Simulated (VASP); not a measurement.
Wanted: the native input for a VASP 6.6.1 run.

* Task: single point
* Functional: PBE
* Potentials or basis: VASP PAW PBE potentials, release 64 (Rb_sv, Pt)
* Cutoff: 500 eV
* k mesh: 4 × 4 × 4
* Occupations: methfessel-paxton, width 0.0680285 eV
* Spin: no spin polarisation
* Dipole correction: no
* Further INCAR settings: ALGO = Normal; EDIFF = 1e-06; NBANDS = 26

The structure of Rb3Pt lies in POSCAR:

```
Rb3Pt
1.0
    5.4987900000      0.0000000000      0.0000000000
    0.0000000000      5.4987900000      0.0000000000
    0.0000000000      0.0000000000      5.4987900000
Rb Pt
3 1
Direct
    0.0000000000      0.0000000000      0.5000000000
    0.0000000000      0.5000000000      0.0000000000
    0.5000000000      0.0000000000      0.0000000000
    0.5000000000      0.5000000000      0.5000000000
```

The input as run:

INCAR

```
PREC = Accurate ; ENCUT = 500
EDIFF = 1E-6 ; ISMEAR = 1
SIGMA = 0.06802846561497 ; LREAL = F
LASPH = T ; NELM = 120
ALGO = Normal ; ISIF = 2
LWAVE = F ; LCHARG = T
GGA = PE ; LELF = T
LVHAR = T ; NBANDS = 26
GGA_COMPAT = F
```

KPOINTS

```
Automatic mesh
0
Gamma
  4 4 4
```

Potentials or basis: VASP PAW PBE potentials, release 64 (Rb_sv, Pt).

Launch:

```sh
$ cat potpaw_PBE.64/Rb_sv/POTCAR potpaw_PBE.64/Pt/POTCAR > POTCAR
$ mpirun -np 1 vasp_std > vasp.out
```

It gave:

The pressure is -0.1 GPa.

Run time: 46 s on 1 thread of Intel(R) Xeon(R) Platinum 8259CL CPU @ 2.50GHz (Skylake/Cascade Lake) (shared host), peak memory 0.25 GiB.
